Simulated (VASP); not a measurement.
Input of a VASP 6.6.1 run:

INCAR

```
  ALGO = Normal
  EDIFF = 1E-7
  EDIFFG = -0.002
  ENCUT = 600
  GGA = PE
  IBRION = 2
  ISIF = 3
  ISMEAR = 0
  LASPH = T
  LCHARG = F
  LREAL = F
  LWAVE = F
  NELM = 80
  NSW = 80
  PREC = Accurate
  SIGMA = 0.1
```

The input KPOINTS:

```
k-points
0
Gamma
  16 16 16
```

The input POSCAR:

```
TiN
1.0
    0.0000000000      2.1220000000      2.1220000000
    2.1220000000      0.0000000000      2.1220000000
    2.1220000000      2.1220000000      0.0000000000
Ti N
1 1
Direct
    0.0000000000      0.0000000000      0.0000000000
    0.5000000000      0.5000000000      0.5000000000
```

Potentials or basis: VASP PAW PBE potentials, release 64 (Ti_sv, N).

Launch:

```bash
$ cat potpaw_PBE.64/Ti_sv/POTCAR potpaw_PBE.64/N/POTCAR > POTCAR
$ mpirun -np 1 vasp_std > vasp.out
```

(1) What does it give for the relaxed cell?

(2) Estimate the relaxed volume.

Results:

(1) a = 3.004 Å, b = 3.004 Å, c = 3.004 Å, α = 60.00°, β = 60.00°, γ = 60.00°.

(2) 9.59 Å³/atom.
